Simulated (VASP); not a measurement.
# MgS (P6_3mc) in VASP: further runs

MgS is run at these levels: r2SCAN; tasks: single point.

Everything below comes from runs of VASP 6.6.1. Logs are shortened: lines on timing, memory, paths and dates and some standing lists are left out, and cuts for length are marked.

## (1) The cell of the first run

The structure is hexagonal, space group P6_3mc (No. 186). Conventional cell: a = 3.892 Å, b = 3.892 Å, c = 6.069 Å, α = 90.00°, β = 90.00°, γ = 120.00°. Within 3.1 Å of Mg (site symmetry 3m) lie 4 S at 2.35 to 2.36 Å. Within 3.1 Å of S (site symmetry 3m) lie 4 Mg at 2.35 to 2.36 Å.

## (2) Single point, r2SCAN

The input, POSCAR:

```
MgS
1.0
    3.8918263117      0.0000000000      0.0000000000
   -1.9459131558      3.3704204530      0.0000000000
    0.0000000000      0.0000000000      6.0691735971
Mg S
2 2
Direct
    0.6666666667      0.3333333333      0.4930115191
    0.3333333333      0.6666666667      0.9930115191
    0.3333333333      0.6666666667      0.3819874809
    0.6666666667      0.3333333333      0.8819874809
```

The input, INCAR.step1:

```
SYSTEM = MgS
ALGO = Normal
EDIFF = 1E-4
ENCUT = 520
GGA = PE
ISMEAR = 1
LASPH = .TRUE.
LCHARG = .FALSE.
LREAL = .FALSE.
LWAVE = .TRUE.
NBANDS = 16
NELM = 80
PREC = Accurate
SIGMA = 0.01
```

The input, INCAR.step2:

```
SYSTEM = MgS
ALGO = Normal
EDIFF = 1E-6
ENCUT = 520
ISIF = 2
ISMEAR = 1
ISTART = 1
LASPH = .TRUE.
LCHARG = .TRUE.
LELF = .TRUE.
LMIXTAU = .TRUE.
LREAL = .FALSE.
LVHAR = .TRUE.
LWAVE = .FALSE.
METAGGA = R2SCAN
NBANDS = 16
NELM = 80
PREC = Accurate
SIGMA = 0.01
```

The input, KPOINTS:

```
k-points
0
G
  6 6 4
  0 0 0
```

Potentials or basis: VASP PAW PBE potentials, release 64 (Mg, S).

The run is started by

```console
$ cat potpaw_PBE.64/Mg/POTCAR potpaw_PBE.64/S/POTCAR > POTCAR
$ cp INCAR.step1 INCAR
$ mpirun -np 1 vasp_std > vasp.out
$ cp INCAR.step2 INCAR
$ mpirun -np 1 vasp_std > vasp.out
```

OUTCAR:

```text
SYSTEM = MgS
   EDIFF = 1E-6
   ENCUT = 520
   ISIF = 2
   ISMEAR = 1
   ISTART = 1
   LASPH = .TRUE.
   LREAL = .FALSE.
   METAGGA = R2SCAN
   NELM = 80
   PREC = Accurate

 ion  position               nearest neighbor table
   1  0.667  0.333  0.493-   3 2.35   3 2.35   3 2.35   4 2.36
   2  0.333  0.667  0.993-   4 2.35   4 2.35   4 2.35   3 2.36
   3  0.333  0.667  0.382-   1 2.35   1 2.35   1 2.35   2 2.36
   4  0.667  0.333  0.882-   2 2.35   2 2.35   2 2.35   1 2.36

  LATTYP: Found a hexagonal cell.
 ALAT       =     3.8918263117
 C/A-ratio  =     1.5594667159

  Lattice vectors:

 A1 = (   3.8918263117,   0.0000000000,   0.0000000000)
 A2 = (  -1.9459131558,   3.3704204530,   0.0000000000)
 A3 = (   0.0000000000,   0.0000000000,   6.0691735971)

Analysis of symmetry for initial positions (statically):
=====================================================================
 Subroutine PRICEL returns:
 Original cell was already a primitive cell.

 Routine SETGRP: Setting up the symmetry group for a
 hexagonal supercell.

 Subroutine GETGRP returns: Found 12 space group operations
 (whereof  6 operations were pure point group operations)
 out of a pool of 24 trial point group operations.

The static configuration has the point symmetry C_3v.
 The point group associated with its full space group is C_6v.

Analysis of symmetry for dynamics (positions and initial velocities):
=====================================================================
 Subroutine PRICEL returns:
 Original cell was already a primitive cell.

 Routine SETGRP: Setting up the symmetry group for a
 hexagonal supercell.

 Subroutine GETGRP returns: Found 12 space group operations
 (whereof  6 operations were pure point group operations)
 out of a pool of 24 trial point group operations.

The dynamic configuration has the point symmetry C_3v.
 The point group associated with its full space group is C_6v.

 Subroutine INISYM returns: Found 12 space group operations
 (whereof  6 operations are pure point group operations),
 and found     1 'primitive' translations

----------------------------------------------------------------------------------------

                                     Primitive cell

  volume of cell :      79.6099

  direct lattice vectors                    reciprocal lattice vectors
     3.891826312  0.000000000  0.000000000     0.256948774  0.148349444  0.000000000
    -1.945913156  3.370420453  0.000000000     0.000000000  0.296698888  0.000000000
     0.000000000  0.000000000  6.069173597     0.000000000  0.000000000  0.164767078

  length of vectors
     3.891826312  3.891826312  6.069173597     0.296698888  0.296698888  0.164767078

  position of ions in fractional coordinates (direct lattice)
     0.666666667  0.333333333  0.493011519
     0.333333333  0.666666667  0.993011519
     0.333333333  0.666666667  0.381987481
     0.666666667  0.333333333  0.881987481

  ion indices of the primitive-cell ions
   primitive index   ion index
                 1           1
                 2           2
                 3           3
                 4           4

----------------------------------------------------------------------------------------

 KPOINTS: k-points

Automatic generation of k-mesh.
 Grid dimensions read from file:
 generate k-points for:    6    6    4

 Generating k-lattice:

  Cartesian coordinates                     Fractional coordinates (reciprocal lattice)
     0.042824796  0.024724907  0.000000000     0.166666667  0.000000000  0.000000000
     0.000000000  0.049449815  0.000000000     0.000000000  0.166666667  0.000000000
     0.000000000  0.000000000  0.041191770     0.000000000  0.000000000  0.250000000

  Length of vectors
     0.049449815  0.049449815  0.041191770

  Shift w.r.t. Gamma in fractional coordinates (k-lattice)
     0.000000000  0.000000000  0.000000000

 Subroutine IBZKPT returns following result:
 ===========================================

 Found     21 irreducible k-points:

 Following reciprocal coordinates:
            Coordinates               Weight
  0.000000  0.000000  0.000000      1.000000
  0.166667  0.000000  0.000000      6.000000
  0.333333  0.000000  0.000000      6.000000
  0.500000  0.000000  0.000000      3.000000
  0.166667  0.166667  0.000000      6.000000
  0.333333  0.166667  0.000000     12.000000
[... 13 lines left out ...]
  0.333333  0.166667  0.500000     12.000000
  0.333333  0.333333  0.500000      2.000000
   k-points           NKPTS =     21   k-points in BZ     NKDIM =     21   number of bands    NBANDS=     16
   number of dos      NEDOS =    301   number of ions     NIONS =      4
   total plane-waves  NPLWV =  43200
   dimension x,y,z NGX =    30 NGY =   30 NGZ =   48
   dimension x,y,z NGXF=    60 NGYF=   60 NGZF=   96
   ions per type =               2   2
   NGX,Y,Z   is equivalent  to a cutoff of  12.82, 12.82, 13.15 a.u.
   NGXF,Y,Z  is equivalent  to a cutoff of  25.63, 25.63, 26.30 a.u.
 SYSTEM =  MgS
   PREC   = accura    normal or accurate (medium, high low for compatibility)
   ISTART =      1    job   : 0-new  1-cont  2-samecut
   ICHARG =      0    charge: 1-file 2-atom 10-const
   ISPIN  =      1    spin polarized calculation?
   LNONCOLLINEAR =      F non collinear calculations
   LSORBIT =      F    spin-orbit coupling
   LASPH  =      T    aspherical Exc in radial PAW
   ENCUT  =  520.0 eV  38.22 Ry    6.18 a.u.   7.24  7.24 11.28*2*pi/ulx,y,z
   NELM   =     80;   NELMIN=  2; NELMDL=  0     # of ELM steps
   EDIFF  = 0.1E-05   stopping-criterion for ELM
   LREAL  =      F    real-space projection
   EDIFFG = 0.1E-04   stopping-criterion for IOM
   NSW    =      0    number of steps for IOM
   IBRION =     -1    ionic relax: 0-MD 1-quasi-New 2-CG
   NFREE  =      0    steps in history (QN), initial steepest desc. (CG)
   ISIF   =      2    stress and relaxation
   ISYM   =      2    0-nonsym 1-usesym 2-fastsym
   POTIM  = 0.5000    time-step for ionic-motion
   TEBEG  =    0.0;   TEEND  =   0.0 temperature during run
   PSTRESS=    0.0 pullay stress
   NELECT =      16.0000    total number of electrons
   NUPDOWN=      -1.0000    fix difference up-down
   EMIN   =  10.00;   EMAX   =-10.00  energy-range for DOS
   EFERMI =   0.00;   METHOD = LEGACY
   ISMEAR =     1;   SIGMA  =   0.01  broadening in eV -4-tet -1-fermi 0-gaus
   EFERMI_NEDOS =   21; number of points for ismear=-14 and -15
   IALGO  =     38    algorithm
   IMIX   =      4    mixing-type and parameters
     AMIX     =   0.40;   BMIX     =  1.00
     AMIX_MAG =   1.60;   BMIX_MAG =  1.00
  volume/ion in A,a.u.               =      19.90       134.31
  Fermi-wavevector in a.u.,A,eV,Ry     =   0.958942  1.812138 12.511513  0.919570
  Thomas-Fermi vector in A             =   2.088094
   LORBIT       =      0    0 simple, 1 ext, 2 COOP (PROOUT), +10 PAW based schemes
   METAGGA = R2SCAN    functional components
   LHFCALC =     F    Hartree Fock is set to
   AEXX    =    0.0000 exact exchange contribution
   IVDW    =     0    specifies the selected vdW correction
   LEPSILON=     F    determine dielectric tensor
   LRPA    =     F    only Hartree local field effects (RPA)
 non-spin polarized calculation
 Methfessel and Paxton  Order N= 1 SIGMA  =   0.01
  energy-cutoff  :      520.00
  volume of cell :       79.61
 maximum number of plane-waves:      2165
 NGX is ok and might be reduce to    30
   NGX = 15   NGY = 15   NGZ = 23

 number of electron      15.9999998 magnetization

 Free energy of the ion-electron system (eV)
  ---------------------------------------------------
  ext. energy  EPLUGINS =         0.00000000
  ---------------------------------------------------
  free energy    TOTEN  =       -30.63943701 eV

  energy without entropy =      -30.63944103  energy(sigma->0) =      -30.63943835

 E-fermi :   1.9205     XC(G=0):  -9.3065

 val. band max:        1.9120772748   @ k =   0.0000   0.0000   0.0000
 cond. band min:       6.6303910305   @ k =   0.0000   0.0000   0.0000
 fundamental gap:      4.7183137557
 Fermi energy:         1.9204960969

 k-point     1 :       0.0000    0.0000    0.0000
  band No.  band energies     occupation
      1     -10.5963      2.00000
      2      -9.5638      2.00000
      3      -1.9189      2.00000
      4       1.0373      2.00000
      5       1.0373      2.00000
      6       1.5691      2.00000
[... 8 lines left out ...]
     15      11.2148      0.00000
     16      11.8036      0.00000

 k-point     2 :       0.1667    0.0000    0.0000
  band No.  band energies     occupation
      1     -10.4264      2.00000
      2      -9.4872      2.00000
      3      -1.6727      2.00000
      4       0.2010      2.00000
      5       0.7635      2.00000
      6       0.7938      2.00000
[... 8 lines left out ...]
     15      11.1249      0.00000
     16      11.7509      0.00000

 k-point     3 :       0.3333    0.0000    0.0000
  band No.  band energies     occupation
      1     -10.0135      2.00000
      2      -9.3662      2.00000
      3      -1.1434      2.00000
      4      -0.9714      2.00000
      5      -0.4169      2.00000
      6       0.4155      2.00000
[... 8 lines left out ...]
     15      11.8413      0.00000
     16      12.8558      0.00000

 k-point     4 :       0.5000    0.0000    0.0000
  band No.  band energies     occupation
      1      -9.7176      2.00000
      2      -9.3710      2.00000
      3      -1.6656      2.00000
      4      -0.9305      2.00000
      5      -0.3992      2.00000
      6       0.2560      2.00000
[... 8 lines left out ...]
     15      12.1445      0.00000
     16      14.5334      0.00000
[... 267 lines left out ...]
 k-point    19 :       0.1667    0.1667    0.5000
  band No.  band energies     occupation
      1      -9.7816      2.00000
      2      -9.7816      2.00000
      3      -1.0127      2.00000
      4      -1.0127      2.00000
      5       0.5509      2.00000
      6       0.5509      2.00000
[... 8 lines left out ...]
     15      11.7784      0.00000
     16      11.7784      0.00000

 k-point    20 :       0.3333    0.1667    0.5000
  band No.  band energies     occupation
      1      -9.5418      2.00000
      2      -9.5418      2.00000
      3      -1.5627      2.00000
      4      -1.5627      2.00000
      5       0.0600      2.00000
      6       0.0600      2.00000
[... 8 lines left out ...]
     15      12.4339      0.00000
     16      12.4339      0.00000

 k-point    21 :       0.3333    0.3333    0.5000
  band No.  band energies     occupation
      1      -9.4587      2.00000
      2      -9.4587      2.00000
      3      -1.4174      2.00000
      4      -1.4174      2.00000
      5      -0.6088      2.00000
      6      -0.6088      2.00000
[... 8 lines left out ...]
     15      11.8866      0.00000
     16      11.8866      0.00000

------------------------ aborting loop because EDIFF is reached ----------------------------------------

  FORCE on cell =-STRESS in cart. coord.  units (eV):
  Direction    XX          YY          ZZ          XY          YZ          ZX
  --------------------------------------------------------------------------------------
  -------------------------------------------------------------------------------------
  Total        4.8333262      4.8333262      4.8352770      0.0000000     -0.0000000      0.0000000
  in kB       97.2723934     97.2723934     97.3116528      0.0000000     -0.0000000      0.0000000
  external PRESSURE =      97.2854798 kB  Pullay stress =       0.0000000 kB

 VOLUME and BASIS-vectors are now :
 -----------------------------------------------------------------------------
  energy-cutoff  :      520.00
  volume of cell :       79.61
      direct lattice vectors                 reciprocal lattice vectors
     3.891826312  0.000000000  0.000000000     0.256948774  0.148349444  0.000000000
    -1.945913156  3.370420453  0.000000000     0.000000000  0.296698888  0.000000000
     0.000000000  0.000000000  6.069173597     0.000000000  0.000000000  0.164767078

 POSITION                                       TOTAL-FORCE (eV/Angst)
 -----------------------------------------------------------------------------------
      1.94591      1.12347      2.99217        -0.000000      0.000000      0.003254
     -0.00000      2.24695      6.02676         0.000000     -0.000000      0.003254
     -0.00000      2.24695      2.31835         0.000000      0.000000     -0.003254
      1.94591      1.12347      5.35294         0.000000     -0.000000     -0.003254
 -----------------------------------------------------------------------------------
    total drift:                                0.000000      0.000000      0.013708

  FREE ENERGIE OF THE ION-ELECTRON SYSTEM (eV)
  ---------------------------------------------------
  free  energy   TOTEN  =       -30.6394370079 eV

  energy  without entropy=      -30.6394410342  energy(sigma->0) =      -30.63943835
```

Run time: 91 s. Hardware: 1 thread of Intel Xeon 6975P-C, shared host; peak memory 0.22 GiB.

Results:

```
Free energy            : -30.6394 eV
Pressure               : 9.7 GPa
Largest force          : 0.003 eV/Å
Band gap on the k mesh : 4.72 eV, direct
```

Forces on the atoms (eV/Å):
```
Mg   0.000  0.000  0.003
Mg   0.000  0.000  0.003
S    0.000  0.000 -0.003
S    0.000  0.000 -0.003
```

Caveat: the PAW data sets were made with another functional, which shifts forces and pressure a little.

(Continued in part 2 of 2.)
